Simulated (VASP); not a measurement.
Set up this calculation in VASP 6.6.1, as the native input.

```yaml
Task: single point
Functional: PBE
Potentials_or_basis: VASP PAW PBE potentials, release 64 (Sb)
Cutoff: 520 eV
k_mesh: 8 × 6 × 1
Occupations: fermi-dirac, width 0.05 eV
Spin: no spin polarisation
Dipole_correction: yes
Further_INCAR_settings: ALGO = Normal; EDIFF = 1e-06; NBANDS = 20
```

The structure of Sb lies in POSCAR:

```
Sb
1.0
    3.1600000000      0.0000000000      0.0000000000
    0.0000000000      4.4689148571      0.0000000000
    0.0000000000      0.0000000000     23.9378297142
Sb
5
Direct
    0.0000000000      0.5000000000      0.3133116114
    0.0000000000      0.0000000000      0.4066558057
    0.0000000000      0.5000000000      0.5000000000
    0.0000000000      0.0000000000      0.5933441943
    0.0000000000      0.5000000000      0.6866883886
```

One way to write it, as run:

INCAR

```
SYSTEM = Sb
PREC     = Accurate       ! precision mode
ENCUT    = 520            ! plane-wave cutoff, eV
EDIFF    = 1E-6           ! SCF threshold, eV
ISMEAR   = -1             ! smearing method
SIGMA    = 0.05           ! smearing width, eV
LREAL    = .False.        ! projectors in reciprocal space
LASPH    = .True.         ! aspherical terms in the spheres
NELM     = 60             ! most SCF steps
ALGO     = Normal         ! electronic algorithm
ISIF     = 2              ! what is computed and relaxed
LWAVE    = .False.        ! write WAVECAR
LCHARG   = .False.        ! write CHGCAR
LDIPOL   = .True.       
IDIPOL   = 3            
DIPOL    = 0.5 0.5 0.500
GGA      = PE             ! functional
NBANDS   = 20             ! bands
```

KPOINTS

```
regular mesh
0
Gamma
  8 6 1
  0 0 0
```

Potentials or basis: VASP PAW PBE potentials, release 64 (Sb).

The run is started by

```console
$ cat potpaw_PBE.64/Sb/POTCAR > POTCAR
$ mpirun -np 1 vasp_std > vasp.out
```

Results of the run:

The largest force is 0.823 eV/Å and the band gap on the k mesh is zero (an odd number of electrons rules out a gap without spin polarisation).

Caveat: spin-orbit coupling is left out, which moves the levels of the heavy elements.

Run time: 92 s on 1 thread of Intel(R) Xeon(R) 6975P-C (Granite Rapids), on a shared host, peak memory 0.43 GiB.
